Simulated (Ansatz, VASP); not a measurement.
Te2Mo in VASP and in Ansatz

INCAR

```
ALGO = Normal
EDIFF = 1E-6
ENCUT = 520
GGA = PS
ISIF = 2
ISMEAR = 0
LASPH = True
LCHARG = False
LREAL = False
LWAVE = False
NBANDS = 35
NELM = 80
PREC = Accurate
SIGMA = 0.05
```

File KPOINTS:

```
k-points
0
Gamma
  12 12 2
```

File POSCAR:

```
Te2Mo
1.0
    3.2426147447      0.0599702240     -0.0054058125
   -1.5693716348      2.9629300932      0.1569961228
   -0.0216736290      0.7143102113     13.6803209483
Te Mo
4 2
Direct
    0.3490761903      0.6736519640      0.6197109624
    0.6510691522      0.3148212804      0.1223070374
    0.3415393730      0.6767650963      0.8809426168
    0.6559348096      0.3285173019      0.3746034719
    0.3450831169      0.6798766860      0.2518832670
    0.6572973579      0.3263676713      0.7505526445
```

Input for Ansatz:

```yaml
crystal:
  lattice:
    - [3.2426147447, 0.059970224, -0.0054058125]
    - [-1.5693716348, 2.9629300932, 0.1569961228]
    - [-0.021673629, 0.7143102113, 13.6803209483]
  atoms:
    - { symbol: Te, position: [0.3490761903, 0.673651964, 0.6197109624] }
    - { symbol: Te, position: [0.6510691522, 0.3148212804, 0.1223070374] }
    - { symbol: Te, position: [0.341539373, 0.6767650963, 0.8809426168] }
    - { symbol: Te, position: [0.6559348096, 0.3285173019, 0.3746034719] }
    - { symbol: Mo, position: [0.3450831169, 0.679876686, 0.251883267] }
    - { symbol: Mo, position: [0.6572973579, 0.3263676713, 0.7505526445] }
basis:
  ecutwfc: 420
kpoints:
  mp_grid: { grid: [12, 12, 2] }
hamiltonian:
  xc: pbesol
scf:
  occupations: { method: gaussian, width: 0.05 }
output:
  forces: true
  stress: true
  eigenvalues: true
```

Change from the starting cell: all atoms moved at random (sigma 0.03 Å a component), cell strained at random (sigma 0.03).

Alike in both runs: task single point; functional PBEsol; k mesh 12 × 12 × 2; occupations gaussian, width 0.05 eV; no spin polarisation.

```csv
,VASP,Ansatz
version,VASP 6.6.1,Ansatz 0.2.0
potentials or method,"VASP PAW PBE potentials, release 64 (Te, Mo_sv), cutoff 520 eV","scalar-relativistic, plane waves, PAW"
valence electrons in the cell,52,92
```

Ansatz gave:

- gap on the k mesh at the Fermi level (eV): 0.08
- least direct gap on the mesh (eV): 0.94
- pressure (GPa): 18.1
- traceless stress, the component that is largest in VASP (GPa): -16.83
- rms of the force components (eV/Å): 1.599

Problem. What did VASP give for the same quantities?

Solution. gap on the k mesh at the Fermi level (eV): 0.08; least direct gap on the mesh (eV): 0.93; pressure (GPa): 18.3; traceless stress, the component that is largest in VASP (GPa): -16.83; rms of the force components (eV/Å): 1.611.

VASP's potentials were made for PBE, not for PBEsol. Atom by atom the forces differ by 0.019 eV/Å (rms over components). VASP's potentials hold 52 valence electrons a cell and Ansatz's 92, so a difference there can come from the potentials and not from the codes.

Spin-orbit coupling is off throughout.
